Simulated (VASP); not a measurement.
# KTaO3 (P4/mmm) in VASP: a series of runs, part 2 of 2

VASP 6.6.1. The steps go on from the part before.

### Step 3. Electric field gradients, LDA (zz strain of -1 %)

The input, INCAR:

```
ALGO = Normal ; EDIFF = 1E-8
ENCUT = 520 ; GGA = CA
ISIF = 2 ; ISMEAR = -1
LASPH = T ; LCHARG = F
LEFG = T ; LREAL = F
LWAVE = F ; NBANDS = 27
NELM = 80 ; PREC = Accurate
SIGMA = 0.01
```

The input, KPOINTS:

```
k-points
0
Gamma
  5 5 5
```

The input, POSCAR:

```
KTaO3
1.0
    3.9883000000      0.0000000000      0.0000000000
    0.0000000000      3.9883000000      0.0000000000
    0.0000000000      0.0000000000      3.9484170000
K Ta O
1 1 3
Direct
    0.5000000000      0.5000000000      0.5000000000
    0.0000000000      0.0000000000      0.0000000000
    0.5000000000      0.0000000000      0.0000000000
    0.0000000000      0.5000000000      0.0000000000
    0.0000000000      0.0000000000      0.5000000000
```

Potentials or basis: VASP PAW LDA potentials, release 64 (K_sv, Ta_pv, O).

On the command line:

```bash
> cat potpaw_LDA.64/K_sv/POTCAR potpaw_LDA.64/Ta_pv/POTCAR potpaw_LDA.64/O/POTCAR > POTCAR
> mpirun -np 1 vasp_std > vasp.out
```

OUTCAR:

```text
EDIFF = 1E-8
   ENCUT = 520
   GGA = CA
   ISIF = 2
   ISMEAR = -1
   LASPH = T
   LREAL = F
   NELM = 80
   PREC = Accurate

 ion  position               nearest neighbor table
   1  0.500  0.500  0.500-   3 2.81   4 2.81   3 2.81   4 2.81   3 2.81   3 2.81   4 2.81   4 2.81
                             5 2.82   5 2.82   5 2.82   5 2.82   2 3.44   2 3.44   2 3.44   2 3.44
   2  0.000  0.000  0.000-   5 1.97   5 1.97   3 1.99   4 1.99   4 1.99   3 1.99   1 3.44   1 3.44
                             1 3.44   1 3.44   1 3.44   1 3.44   1 3.44   1 3.44
   3  0.500  0.000  0.000-   2 1.99   2 1.99   1 2.81   1 2.81   1 2.81   1 2.81
   4  0.000  0.500  0.000-   2 1.99   2 1.99   1 2.81   1 2.81   1 2.81   1 2.81
   5  0.000  0.000  0.500-   2 1.97   2 1.97   1 2.82   1 2.82   1 2.82   1 2.82

  LATTYP: Found a simple tetragonal cell.
 ALAT       =     3.9883000000
 C/A-ratio  =     0.9900000000

  Lattice vectors:

 A1 = (   3.9883000000,   0.0000000000,   0.0000000000)
 A2 = (   0.0000000000,   3.9883000000,   0.0000000000)
 A3 = (   0.0000000000,   0.0000000000,   3.9484170000)

Analysis of symmetry for initial positions (statically):
=====================================================================
 Subroutine PRICEL returns:
 Original cell was already a primitive cell.

 Routine SETGRP: Setting up the symmetry group for a
 simple tetragonal supercell.

 Subroutine GETGRP returns: Found 16 space group operations
 (whereof 16 operations were pure point group operations)
 out of a pool of 16 trial point group operations.

The static configuration has the point symmetry D_4h.

Analysis of symmetry for dynamics (positions and initial velocities):
=====================================================================
 Subroutine PRICEL returns:
 Original cell was already a primitive cell.

 Routine SETGRP: Setting up the symmetry group for a
 simple tetragonal supercell.

 Subroutine GETGRP returns: Found 16 space group operations
 (whereof 16 operations were pure point group operations)
 out of a pool of 16 trial point group operations.

The dynamic configuration has the point symmetry D_4h.

 Subroutine INISYM returns: Found 16 space group operations
 (whereof 16 operations are pure point group operations),
 and found     1 'primitive' translations

----------------------------------------------------------------------------------------

                                     Primitive cell

  volume of cell :      62.8056

  direct lattice vectors                    reciprocal lattice vectors
     3.988300000  0.000000000  0.000000000     0.250733395  0.000000000  0.000000000
     0.000000000  3.988300000  0.000000000     0.000000000  0.250733395  0.000000000
     0.000000000  0.000000000  3.948417000     0.000000000  0.000000000  0.253266056

  length of vectors
     3.988300000  3.988300000  3.948417000     0.250733395  0.250733395  0.253266056

  position of ions in fractional coordinates (direct lattice)
     0.500000000  0.500000000  0.500000000
     0.000000000  0.000000000  0.000000000
     0.500000000  0.000000000  0.000000000
     0.000000000  0.500000000  0.000000000
     0.000000000  0.000000000  0.500000000

  ion indices of the primitive-cell ions
[... 93 lines left out ...]
  Fermi-wavevector in a.u.,A,eV,Ry     =   1.384639  2.616588 26.085422  1.917224
  Thomas-Fermi vector in A             =   2.509124
   LORBIT       =      0    0 simple, 1 ext, 2 COOP (PROOUT), +10 PAW based schemes
   GGA     = CA    functional components
   LHFCALC =     F    Hartree Fock is set to
   AEXX    =    0.0000 exact exchange contribution
   IVDW    =     0    specifies the selected vdW correction
   LEPSILON=     F    determine dielectric tensor
   LRPA    =     F    only Hartree local field effects (RPA)
 non-spin polarized calculation
  energy-cutoff  :      520.00
  volume of cell :       62.81
 maximum number of plane-waves:      1727
 NGX is ok and might be reduce to    30
   NGX = 15   NGY = 15   NGZ = 15

 number of electron      37.9999978 magnetization

 Free energy of the ion-electron system (eV)
  ---------------------------------------------------
  ext. energy  EPLUGINS =         0.00000000
  ---------------------------------------------------
  free energy    TOTEN  =       -45.04397734 eV

  energy without entropy =      -45.04397734  energy(sigma->0) =      -45.04397734

 E-fermi :   1.6936     XC(G=0): -11.4810

 val. band max:        1.4799437055   @ k =   0.4000   0.4000   0.4000
 cond. band min:       3.6213781003   @ k =   0.0000   0.0000   0.0000
 fundamental gap:      2.1414343948
 Fermi energy:         1.6936122874

 k-point     1 :       0.0000    0.0000    0.0000
  band No.  band energies     occupation
      1     -32.2933      2.00000
      2     -32.2738      2.00000
      3     -32.2738      2.00000
      4     -25.2720      2.00000
      5     -15.7079      2.00000
      6     -14.9995      2.00000
[... 529 lines left out ...]
     26      12.6158      0.00000
     27      13.2619      0.00000

------------------------ aborting loop because EDIFF is reached ----------------------------------------

  FORCE on cell =-STRESS in cart. coord.  units (eV):
  Direction    XX          YY          ZZ          XY          YZ          ZX
  --------------------------------------------------------------------------------------
  -------------------------------------------------------------------------------------
  Total       -1.4411631     -1.4411631      0.1138090      0.0000000      0.0000000      0.0000000
  in kB      -36.7641948    -36.7641948      2.9032769      0.0000000      0.0000000      0.0000000
  external PRESSURE =     -23.5417042 kB  Pullay stress =       0.0000000 kB

 VOLUME and BASIS-vectors are now :
 -----------------------------------------------------------------------------
  energy-cutoff  :      520.00
  volume of cell :       62.81
      direct lattice vectors                 reciprocal lattice vectors
     3.988300000  0.000000000  0.000000000     0.250733395  0.000000000  0.000000000
     0.000000000  3.988300000  0.000000000     0.000000000  0.250733395  0.000000000
     0.000000000  0.000000000  3.948417000     0.000000000  0.000000000  0.253266056

 POSITION                                       TOTAL-FORCE (eV/Angst)
 -----------------------------------------------------------------------------------
      1.99415      1.99415      1.97421         0.000000      0.000000      0.000000
      0.00000      0.00000      0.00000         0.000000      0.000000      0.000000
      1.99415      0.00000      0.00000         0.000000      0.000000      0.000000
      0.00000      1.99415      0.00000         0.000000      0.000000      0.000000
      0.00000      0.00000      1.97421         0.000000      0.000000      0.000000
 -----------------------------------------------------------------------------------
    total drift:                                0.000000     -0.000000      0.000000

  FREE ENERGIE OF THE ION-ELECTRON SYSTEM (eV)
  ---------------------------------------------------
  free  energy   TOTEN  =       -45.0439773387 eV

  energy  without entropy=      -45.0439773387  energy(sigma->0) =      -45.04397734

 Electric field gradients (V/A^2)
---------------------------------------------------------------------
 ion       V_xx      V_yy      V_zz      V_xy      V_xz      V_yz
---------------------------------------------------------------------
   1       0.512     0.512    -1.024     0.000     0.000    -0.000
   2      28.843    28.843   -57.685    -0.000     0.000    -0.000
   3      15.263    -6.302    -8.961     0.000    -0.000     0.000
   4      -6.302    15.263    -8.961    -0.000     0.000     0.000
   5      -4.504    -4.504     9.009    -0.000     0.000     0.000
---------------------------------------------------------------------

 Electric field gradients after diagonalization (V/A^2)
 (convention: |V_zz| > |V_xx| > |V_yy|)
----------------------------------------------------------------------
 ion       V_xx      V_yy      V_zz     asymmetry (V_yy - V_xx)/ V_zz
----------------------------------------------------------------------
   1       0.512     0.512    -1.024       0.000
   2      28.843    28.843   -57.685       0.000
   3      -8.961    -6.302    15.263       0.174
   4      -8.961    -6.302    15.263       0.174
   5      -4.504    -4.504     9.009       0.000
----------------------------------------------------------------------

           NMR quadrupolar parameters

 Cq : quadrupolar parameter    Cq=e*Q*V_zz/h
 eta: asymmetry parameters     (V_yy - V_xx)/ V_zz
 Q  : nuclear electric quadrupole moment in mb (millibarn)
----------------------------------------------------------------------
 ion       Cq(MHz)       eta       Q (mb)
----------------------------------------------------------------------
   1      -0.002       0.000       1.000
   2      -0.139       0.000       1.000
   3       0.037       0.174       1.000
   4       0.037       0.174       1.000
   5       0.022       0.000       1.000
----------------------------------------------------------------------
```

stdout:

```text
POSCAR found type information on POSCAR K TaO
 POSCAR found :  3 types and       5 ions
 scaLAPACK will be used
 LDA part: xc-table for (Slater(with rela. corr.)+CA(PZ))
 , standard interpolation
 POSCAR, INCAR and KPOINTS ok, starting setup
 FFT: planning ... GRIDC
 FFT: planning ... GRID_SOFT
 FFT: planning ... GRID
 WAVECAR not read
 entering main loop
ion   1

ion   2

ion   3

ion   4

ion   5
```

Wall time 47 s (1 thread of Intel Xeon 8259CL, shared host); peak memory 0.17 GiB.

What came out:

| Property | Result |
| --- | --- |
| Free energy | -45.0440 eV |
| Pressure | -2.4 GPa |
| Band gap on the k mesh | 2.14 eV (least direct gap 2.64 eV) |
| Largest electric field gradient by atom | K -1.0; Ta -57.7; O +15.3, +9.0 (each value once) V/Å² |

Electric field gradients, principal values (V/Å²):
```tsv
atom	least	middle	greatest (by size)
1 K	0.512	0.512	-1.024
2 Ta	28.843	28.843	-57.685
3 O	-6.302	-8.961	15.263
4 O	-6.302	-8.961	15.263
5 O	-4.504	-4.504	9.009
```

Caveat: the cell differs from its parent crystal (zz strain of -1 %); without QUAD_EFG the Cq values of the log hold for a quadrupole moment of 1 mb, not for the nuclei; spin-orbit coupling is left out, which moves the levels of the heavy elements; an odd mesh through Γ misses points on the zone boundary, where band edges can lie.
